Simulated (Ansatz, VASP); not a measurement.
**Al2Cl in VASP and in Ansatz**

```
Al Cl
1.0
     0.00000    3.13484    3.13484
     3.13484    0.00000    3.13484
     3.13484    3.13484    0.00000
Al Cl
2 1
Direct
  0.25000 0.25000 0.25000
  0.75000 0.75000 0.75000
  0.50000 0.50000 0.50000
```

Alike in both runs: task relaxation of cell and atoms; functional PBE; k mesh 6 × 6 × 6; occupations gaussian, width 0.1 eV; no spin polarisation.

|  | VASP | Ansatz |
| --- | --- | --- |
| version | VASP 6.6.1 | Ansatz 0.2.0 |
| potentials or method | VASP PAW PBE potentials, release 64 (Al, Cl), cutoff 600 eV | scalar-relativistic, plane waves, PAW |
| valence electrons in the cell | 13 | 13 |

VASP gave:

| Property | Result |
| --- | --- |
| gap on the k mesh at the Fermi level, each at its own relaxed structure (eV) | none |
| relaxed volume (Å³/atom) | 28.05 |
| relaxed cell length with the largest relative difference (Å) | 4.919 |

Problem. Which values does Ansatz return?

Solution. gap on the k mesh at the Fermi level, each at its own relaxed structure (eV): none; relaxed volume (Å³/atom): 27.62; relaxed cell length with the largest relative difference (Å): 4.894.

A gap of «none» marks a metal or a gap that the smearing closes.

Noted on VASP's run: the volume moved by over 15 % at a fixed basis, so the end points are rough.
